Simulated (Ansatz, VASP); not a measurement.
**C in VASP and in Ansatz**

The input INCAR:

```
SYSTEM = C
PREC = Accurate
ENCUT = 520
EDIFF = 1E-7
ISMEAR = 0
SIGMA = 0.05
LREAL = .False.
LASPH = .True.
NELM = 100
ALGO = Normal
ISIF = 2
LWAVE = .False.
LCHARG = .False.
GGA = PS
IVDW = 12
NBANDS = 11
```

File KPOINTS:

```
Automatic mesh
0
Gamma
  15 15 15
  0 0 0
```

Contents of POSCAR:

```
C
1.0
    1.2290461105      0.7095901028      3.2829684898
   -1.2290461105      0.7095901028      3.2829684898
    0.0000000000     -1.4191802055      3.2829684898
C
2
Direct
    0.1744997956      0.1744997956      0.1604071526
    0.8255002044      0.8255002044      0.8395928474
```

Input for Ansatz:

```yaml
crystal:
  lattice:
    - [1.2290461105, 0.7095901028, 3.2829684898]
    - [-1.2290461105, 0.7095901028, 3.2829684898]
    - [0.0, -1.4191802055, 3.2829684898]
  atoms:
    - { symbol: C, position: [0.1744997956, 0.1744997956, 0.1604071526] }
    - { symbol: C, position: [0.8255002044, 0.8255002044, 0.8395928474] }
basis:
  ecutwfc: 520.0
kpoints:
  mp_grid: { grid: [15, 15, 15] }
hamiltonian:
  xc: pbesol
  pseudopotentials: { kind: paw, azcp: { folder: soft_1 } }
  dispersion: d3bj
scf:
  occupations: { method: gaussian, width: 0.05 }
output:
  forces: true
  stress: true
  eigenvalues: true
```

Change from the starting cell: mode 4 frozen in at +0.032 Å and mode 6 at +0.020 Å (largest displacements).

Alike in both runs: task single point; functional PBEsol; dispersion D3(BJ); k mesh 15 × 15 × 15; occupations gaussian, width 0.05 eV; no spin polarisation.

|  | VASP | Ansatz |
| --- | --- | --- |
| version | VASP 6.6.1 | Ansatz 0.2.0 |
| potentials or method | VASP PAW PBE potentials, release 64 (C), cutoff 520 eV | scalar-relativistic, plane waves, PAW |
| valence electrons in the cell | 8 | 8 |

Ansatz gave:

- gap on the k mesh at the Fermi level (eV): 0.23
- least direct gap on the mesh (eV): 0.23
- pressure (GPa): 0.5
- traceless stress, the component that is largest in VASP (GPa): 4.93
- rms of the force components (eV/Å): 1.344

Question: What did VASP give for the same quantities?

Answer: gap on the k mesh at the Fermi level (eV): 0.23; least direct gap on the mesh (eV): 0.23; pressure (GPa): 1.2; traceless stress, the component that is largest in VASP (GPa): 5.44; rms of the force components (eV/Å): 1.345.

VASP's potentials were made for PBE, not for PBEsol, and Ansatz warns of the same on its side. Atom by atom the forces differ by 0.005 eV/Å (rms over components).
